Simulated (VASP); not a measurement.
# C (C2/m) in VASP: notebook

Runs on C. Level: PBE. Tasks: single point, relaxation of cell and atoms.

Everything below comes from runs of VASP 6.6.1. Logs are shortened: lines on timing, memory, paths and dates and some standing lists are left out, and cuts for length are marked.

## Step 1: The cell of the first run

It takes space group C2/m (No. 12, monoclinic). Conventional cell: a = 4.273 Å, b = 2.467 Å, c = 4.479 Å, α = 90.00°, β = 108.33°, γ = 90.00°. Within 1.9 Å of C (site symmetry m) lie 3 C at 1.42 Å.

## Step 2: Single point, PBE

The input, INCAR:

```
SYSTEM = C
PREC = Accurate
ENCUT = 520
EDIFF = 1E-6
ISMEAR = 0
SIGMA = 0.02
LREAL = .FALSE.
LASPH = .TRUE.
NELM = 100
ALGO = Normal
ISIF = 2
LWAVE = .FALSE.
LCHARG = .TRUE.
GGA = PE
LELF = .TRUE.
LVHAR = .TRUE.
NBANDS = 11
```

The input, KPOINTS:

```
Automatic mesh
0
G
  12 12 6
  0 0 0
```

The input, POSCAR:

```
C
1.0
    2.1362810257     -1.2333822865     -0.0065340597
    2.1362810257      1.2333822865     -0.0065340597
   -1.3957889714      0.0000000000      4.2564380245
C
2
Direct
    0.8333503585      0.8333503585      0.0000511313
    0.1666496415      0.1666496415      0.9999488687
```

Potentials or basis: VASP PAW PBE potentials, release 64 (C).

Command:

```
> cat potpaw_PBE.64/C/POTCAR > POTCAR
> mpirun -np 1 vasp_std > vasp.out
```

OUTCAR:

```text
SYSTEM = C
   PREC = Accurate
   ENCUT = 520
   EDIFF = 1E-6
   ISMEAR = 0
   LREAL = .FALSE.
   LASPH = .TRUE.
   NELM = 100
   ISIF = 2
   GGA = PE

 ion  position               nearest neighbor table
   1  0.833  0.833  0.000-   2 1.42   2 1.42   2 1.42
   2  0.167  0.167  1.000-   1 1.42   1 1.42   1 1.42

  LATTYP: Found a base centered monoclinic cell.
 ALAT       =     4.2725820365
 B/A-ratio  =     0.5773475037
 C/A-ratio  =     1.0484180539
 COS(beta)  =    -0.3145030103

  Lattice vectors:

 A1 = (   2.1362810257,  -1.2333822865,  -0.0065340597)
 A2 = (   2.1362810257,   1.2333822865,  -0.0065340597)
 A3 = (  -1.3957889714,   0.0000000000,   4.2564380245)

Analysis of symmetry for initial positions (statically):
=====================================================================
 Subroutine PRICEL returns:
 Original cell was already a primitive cell.

 Routine SETGRP: Setting up the symmetry group for a
 base centered monoclinic supercell.

 Subroutine GETGRP returns: Found  4 space group operations
 (whereof  4 operations were pure point group operations)
 out of a pool of  4 trial point group operations.

The static configuration has the point symmetry C_2h.

Analysis of symmetry for dynamics (positions and initial velocities):
=====================================================================
 Subroutine PRICEL returns:
 Original cell was already a primitive cell.

 Routine SETGRP: Setting up the symmetry group for a
 base centered monoclinic supercell.

 Subroutine GETGRP returns: Found  4 space group operations
 (whereof  4 operations were pure point group operations)
 out of a pool of  4 trial point group operations.

The dynamic configuration has the point symmetry C_2h.

 Subroutine INISYM returns: Found  4 space group operations
 (whereof  4 operations are pure point group operations),
 and found     1 'primitive' translations

----------------------------------------------------------------------------------------

                                     Primitive cell

  volume of cell :      22.4077

  direct lattice vectors                    reciprocal lattice vectors
     2.136281026 -1.233382286 -0.006534060     0.234286592 -0.405389315  0.076828240
     2.136281026  1.233382286 -0.006534060     0.234286592  0.405389315  0.076828240
    -1.395788971  0.000000000  4.256438025     0.000719307  0.000000000  0.235174104

  length of vectors
     2.466773435  2.466773435  4.479452144     0.474482120  0.474482120  0.235175205

  position of ions in fractional coordinates (direct lattice)
     0.833350358  0.833350358  0.000051131
     0.166649642  0.166649642  0.999948869

  ion indices of the primitive-cell ions
   primitive index   ion index
                 1           1
                 2           2

----------------------------------------------------------------------------------------

 KPOINTS: Automatic mesh

Automatic generation of k-mesh.
 Grid dimensions read from file:
 generate k-points for:   12   12    6

 Generating k-lattice:

  Cartesian coordinates                     Fractional coordinates (reciprocal lattice)
     0.019523883 -0.033782443  0.006402353     0.083333333 -0.000000000  0.000000000
     0.019523883  0.033782443  0.006402353    -0.000000000  0.083333333  0.000000000
     0.000119884  0.000000000  0.039195684     0.000000000  0.000000000  0.166666667

  Length of vectors
     0.039540177  0.039540177  0.039195867

  Shift w.r.t. Gamma in fractional coordinates (k-lattice)
     0.000000000  0.000000000  0.000000000

 Subroutine IBZKPT returns following result:
 ===========================================

 Found    242 irreducible k-points:

 Following reciprocal coordinates:
            Coordinates               Weight
  0.000000  0.000000  0.000000      1.000000
  0.083333  0.000000 -0.000000      4.000000
  0.166667  0.000000  0.000000      4.000000
  0.250000 -0.000000  0.000000      4.000000
  0.333333 -0.000000 -0.000000      4.000000
  0.416667  0.000000 -0.000000      4.000000
[... 16 lines left out ...]
  0.500000  0.166667  0.000000      4.000000
 -0.416667  0.166667  0.000000      4.000000
 [... further k-points ...]
   k-points           NKPTS =    242   k-points in BZ     NKDIM =    242   number of bands    NBANDS=     11
   number of dos      NEDOS =    301   number of ions     NIONS =      2
   total plane-waves  NPLWV =  11664
   dimension x,y,z NGX =    18 NGY =   18 NGZ =   36
   dimension x,y,z NGXF=    36 NGYF=   36 NGZF=   72
   ions per type =               2
   NGX,Y,Z   is equivalent  to a cutoff of  12.13, 12.13, 13.36 a.u.
   NGXF,Y,Z  is equivalent  to a cutoff of  24.26, 24.26, 26.72 a.u.
 SYSTEM =  C
   PREC   = accura    normal or accurate (medium, high low for compatibility)
   ISTART =      0    job   : 0-new  1-cont  2-samecut
   ICHARG =      2    charge: 1-file 2-atom 10-const
   ISPIN  =      1    spin polarized calculation?
   LNONCOLLINEAR =      F non collinear calculations
   LSORBIT =      F    spin-orbit coupling
   LASPH  =      T    aspherical Exc in radial PAW
   ENCUT  =  520.0 eV  38.22 Ry    6.18 a.u.   4.59  4.59  8.33*2*pi/ulx,y,z
   NELM   =    100;   NELMIN=  2; NELMDL= -5     # of ELM steps
   EDIFF  = 0.1E-05   stopping-criterion for ELM
   LREAL  =      F    real-space projection
[... 7 lines left out ...]
   TEBEG  =    0.0;   TEEND  =   0.0 temperature during run
   PSTRESS=    0.0 pullay stress
   NELECT =       8.0000    total number of electrons
   NUPDOWN=      -1.0000    fix difference up-down
   EMIN   =  10.00;   EMAX   =-10.00  energy-range for DOS
   EFERMI =   0.00;   METHOD = LEGACY
   ISMEAR =     0;   SIGMA  =   0.02  broadening in eV -4-tet -1-fermi 0-gaus
   EFERMI_NEDOS =   21; number of points for ismear=-14 and -15
   IALGO  =     38    algorithm
   IMIX   =      4    mixing-type and parameters
     AMIX     =   0.40;   BMIX     =  1.00
     AMIX_MAG =   1.60;   BMIX_MAG =  1.00
  volume/ion in A,a.u.               =      11.20        75.61
  Fermi-wavevector in a.u.,A,eV,Ry     =   1.161375  2.194681 18.351441  1.348793
  Thomas-Fermi vector in A             =   2.297948
   LORBIT       =      0    0 simple, 1 ext, 2 COOP (PROOUT), +10 PAW based schemes
   GGA     = PE    functional components
   LHFCALC =     F    Hartree Fock is set to
   AEXX    =    0.0000 exact exchange contribution
   IVDW    =     0    specifies the selected vdW correction
   LEPSILON=     F    determine dielectric tensor
   LRPA    =     F    only Hartree local field effects (RPA)
 non-spin polarized calculation
 Gauss-broadening in eV      SIGMA  =   0.02
  energy-cutoff  :      520.00
  volume of cell :       22.41
 maximum number of plane-waves:       622
   NGX =  9   NGY =  9   NGZ = 17

 number of electron       8.0000000 magnetization

 Free energy of the ion-electron system (eV)
  ---------------------------------------------------
  ext. energy  EPLUGINS =         0.00000000
  ---------------------------------------------------
  free energy    TOTEN  =       -18.44792758 eV

  energy without entropy =      -18.44792758  energy(sigma->0) =      -18.44792758

 E-fermi :   2.8088     XC(G=0):  -8.7387

 val. band max:        2.7443032969   @ k =  -0.3333   0.3333   0.0000
 cond. band min:       2.8738597341   @ k =  -0.3333   0.3333   0.5000
 fundamental gap:      0.1295564372
 Fermi energy:         2.8088181532

 k-point     1 :       0.0000    0.0000    0.0000
  band No.  band energies     occupation
      1     -16.7222      2.00000
      2      -4.5488      2.00000
      3      -0.2348      2.00000
      4      -0.2348      2.00000
      5       5.9028      0.00000
      6      11.1130      0.00000
      7      11.1130      0.00000
      8      14.2113      0.00000
      9      15.2929      0.00000
     10      19.6631      0.00000
     11      25.3258      0.00000

 k-point     2 :       0.0833    0.0000   -0.0000
  band No.  band energies     occupation
      1     -16.5578      2.00000
      2      -4.3595      2.00000
      3      -0.8854      2.00000
      4      -0.5726      2.00000
      5       6.1333      0.00000
      6      11.1833      0.00000
      7      11.8071      0.00000
      8      13.6464      0.00000
      9      15.5977      0.00000
     10      19.6916      0.00000
     11      25.8411      0.00000

 k-point     3 :       0.1667    0.0000    0.0000
  band No.  band energies     occupation
      1     -16.0662      2.00000
      2      -3.7962      2.00000
      3      -2.5229      2.00000
      4      -1.3635      2.00000
      5       6.8239      0.00000
      6      11.1384      0.00000
      7      12.1360      0.00000
      8      13.6468      0.00000
      9      16.5700      0.00000
     10      19.7216      0.00000
     11      26.1674      0.00000

 k-point     4 :       0.2500   -0.0000    0.0000
  band No.  band energies     occupation
      1     -15.2535      2.00000
      2      -4.6208      2.00000
      3      -2.8772      2.00000
      4      -2.2414      2.00000
      5       7.9652      0.00000
      6      10.0525      0.00000
      7      10.8662      0.00000
      8      16.1909      0.00000
      9      17.9215      0.00000
     10      19.6081      0.00000
     11      23.9777      0.00000
[... 239 lines left out ...]
 k-point    22 :       0.4167    0.1667   -0.0000
  band No.  band energies     occupation
      1     -13.6557      2.00000
      2      -6.6879      2.00000
      3      -4.6593      2.00000
      4      -1.1974      2.00000
      5       7.2513      0.00000
      6      10.6129      0.00000
      7      13.0736      0.00000
      8      15.6755      0.00000
      9      17.1448      0.00000
     10      20.9541      0.00000
     11      22.1813      0.00000

 k-point    23 :       0.5000    0.1667    0.0000
  band No.  band energies     occupation
      1     -12.2782      2.00000
      2      -8.5996      2.00000
      3      -5.2340      2.00000
      4       0.1934      2.00000
      5       5.3870      0.00000
      6      12.4716      0.00000
      7      12.9099      0.00000
      8      15.9813      0.00000
      9      16.6533      0.00000
     10      20.1842      0.00000
     11      22.5205      0.00000

 k-point    24 :      -0.4167    0.1667    0.0000
  band No.  band energies     occupation
      1     -11.0505      2.00000
      2     -10.0281      2.00000
      3      -5.4187      2.00000
      4       1.1111      2.00000
      5       4.3116      0.00000
      6      12.7648      0.00000
      7      13.9140      0.00000
      8      14.5650      0.00000
      9      16.7320      0.00000
     10      20.8297      0.00000
     11      23.2519      0.00000

 [... further k-points ...]

------------------------ aborting loop because EDIFF is reached ----------------------------------------

  FORCE on cell =-STRESS in cart. coord.  units (eV):
  Direction    XX          YY          ZZ          XY          YZ          ZX
  --------------------------------------------------------------------------------------
  -------------------------------------------------------------------------------------
  Total        0.0717366      0.0718095     -0.0130223      0.0000000      0.0000000     -0.0004856
  in kB        5.1292587      5.1344706     -0.9311110      0.0000000      0.0000000     -0.0347207
  external PRESSURE =       3.1108728 kB  Pullay stress =       0.0000000 kB

 VOLUME and BASIS-vectors are now :
 -----------------------------------------------------------------------------
  energy-cutoff  :      520.00
  volume of cell :       22.41
      direct lattice vectors                 reciprocal lattice vectors
     2.136281026 -1.233382286 -0.006534060     0.234286592 -0.405389315  0.076828240
     2.136281026  1.233382286 -0.006534060     0.234286592  0.405389315  0.076828240
    -1.395788971  0.000000000  4.256438025     0.000719307  0.000000000  0.235174104

 POSITION                                       TOTAL-FORCE (eV/Angst)
 -----------------------------------------------------------------------------------
      3.56047      0.00000     -0.01067        -0.000063      0.000000     -0.002526
     -0.68370      0.00000      4.25404         0.000063      0.000000      0.002526
 -----------------------------------------------------------------------------------
    total drift:                               -0.000000      0.000000      0.000000

  FREE ENERGIE OF THE ION-ELECTRON SYSTEM (eV)
  ---------------------------------------------------
  free  energy   TOTEN  =       -18.4479275845 eV

  energy  without entropy=      -18.4479275803  energy(sigma->0) =      -18.44792758
```

It took 38 s on 1 thread of Intel Xeon 6975P-C (Granite Rapids), shared host; peak memory 0.16 GiB.

Results:

| Property | Result |
| --- | --- |
| Free energy | -18.4479 eV |
| Pressure | 0.3 GPa |

Forces in eV/Å, atoms in the order of the input:
```
C    0.000  0.000 -0.003
C    0.000  0.000  0.003
```

Caveat: this functional lacks dispersion, which binds layers or chains, so the pressure and a relaxed spacing across them are unreliable.

## Step 3: Relaxation of cell and atoms, PBE

This run uses another cell than the first one, of 11.23 Å³/atom.

The input, INCAR:

```
SYSTEM = C
ALGO     = Normal         ! electronic algorithm
EDIFF    = 1E-6           ! SCF threshold, eV
EDIFFG   = -0.01          ! ionic threshold
ENCUT    = 600            ! plane-wave cutoff, eV
GGA      = PE             ! functional
IBRION   = 2              ! ionic algorithm
ISIF     = 3              ! what is computed and relaxed
ISMEAR   = 0              ! smearing method
LASPH    = .TRUE.         ! aspherical terms in the spheres
LCHARG   = .FALSE.        ! write CHGCAR
LREAL    = .FALSE.        ! projectors in reciprocal space
LWAVE    = .FALSE.        ! write WAVECAR
NELM     = 100            ! most SCF steps
NSW      = 100            ! ionic steps
PREC     = Accurate       ! precision mode
SIGMA    = 0.02           ! smearing width, eV
```

The input, KPOINTS:

```
k-points
0
G
  12 12 6
  0 0 0
```

The input, POSCAR:

```
C
1.0
    2.1360261149     -1.2332402965     -0.0061952959
    2.1360261149      1.2332402965     -0.0061952959
   -1.3949144398      0.0000000000      4.2672301274
C
2
Direct
    0.8333349417      0.8333349417      0.0000044123
    0.1666650583      0.1666650583      0.9999955877
```

Potentials or basis: VASP PAW PBE potentials, release 64 (C).

Command:

```
> cat potpaw_PBE.64/C/POTCAR > POTCAR
> mpirun -np 1 vasp_std > vasp.out
```

Wall time 6.4 min (1 thread of Intel Xeon 6975P-C (Granite Rapids), shared host); peak memory 0.16 GiB.

It converged, with:

```yaml
Free_energy: -18.4547 eV
Relaxed_volume: 10.59 Å³/atom
Relaxed_cell: a = 2.467 Å, b = 2.467 Å, c = 4.260 Å, α = 106.67°, β = 106.67°, γ = 60.00°
Space_group_after_relaxing_to_0.1_Å: R-3m (No. 166)
Energy_gained_by_relaxing: 1.0 meV/atom
Ionic_steps: 26
Pressure_after_relaxing: -0.1 GPa
Largest_force_after_relaxing: 0.009 eV/Å
```

Forces on the atoms (eV/Å):
```
C    0.000  0.000  0.009
C    0.000  0.000 -0.009
```

Stress tensor (GPa, compression positive):
```
-0.01  0.00  0.00
 0.00 -0.03  0.00
 0.00  0.00 -0.15
```

The path:
| step | energy change (eV) | largest force (eV/Å) | pressure (GPa) | volume (Å³) |
| --- | --- | --- | --- | --- |
| 1 | 0.0000 | 0.0040 | 0.05 | 22.46 |
| 2 | 0.0000 | 0.0025 | -0.42 | 22.47 |
| 3 | 0.0000 | 0.0005 | -0.23 | 22.47 |
| 4 | -0.0001 | 0.0030 | -0.22 | 22.45 |
| 5 | -0.0002 | 0.0132 | -0.24 | 22.39 |
| 6 | -0.0003 | 0.0335 | -0.37 | 22.27 |
| 7 | -0.0006 | 0.0736 | -0.62 | 22.04 |
| 8 | -0.0006 | 0.0732 | -0.65 | 22.03 |
| 9 | -0.0007 | 0.0720 | -0.58 | 22.00 |
| 10 | -0.0008 | 0.0694 | -0.46 | 21.95 |
| 11 | -0.0010 | 0.0644 | -0.30 | 21.84 |
| 12 | -0.0013 | 0.0549 | 0.18 | 21.63 |
| 13 | -0.0015 | 0.0392 | 1.11 | 21.20 |
| 14 | -0.0015 | 0.0443 | 0.72 | 21.35 |
| 15 | -0.0015 | 0.0422 | 0.91 | 21.29 |
| 16 | -0.0015 | 0.0431 | 0.78 | 21.32 |
| 17 | -0.0018 | 0.0254 | 0.14 | 21.36 |
| 18 | -0.0018 | 0.0208 | -0.12 | 21.37 |
| 19 | -0.0018 | 0.0106 | -0.11 | 21.37 |
| 20 | -0.0018 | 0.0164 | -0.09 | 21.36 |
| 21 | -0.0018 | 0.0085 | -0.06 | 21.35 |
| 22 | -0.0018 | 0.0184 | -0.03 | 21.34 |
| 23 | -0.0018 | 0.0178 | -0.03 | 21.33 |
| 24 | -0.0019 | 0.0162 | -0.02 | 21.31 |
| 25 | -0.0019 | 0.0132 | -0.01 | 21.27 |
| 26 | -0.0020 | 0.0089 | -0.06 | 21.18 |

Final structure:
```
C
1.0
     2.13636   -1.23345   -0.00712
     2.13636    1.23345   -0.00712
    -1.39768    0.00000    4.02444
C
2
Direct
  0.83333 0.83333 0.99999
  0.16667 0.16667 0.00001
```

Caveat: this functional lacks dispersion, which binds layers or chains, so the pressure and a relaxed spacing across them are unreliable.
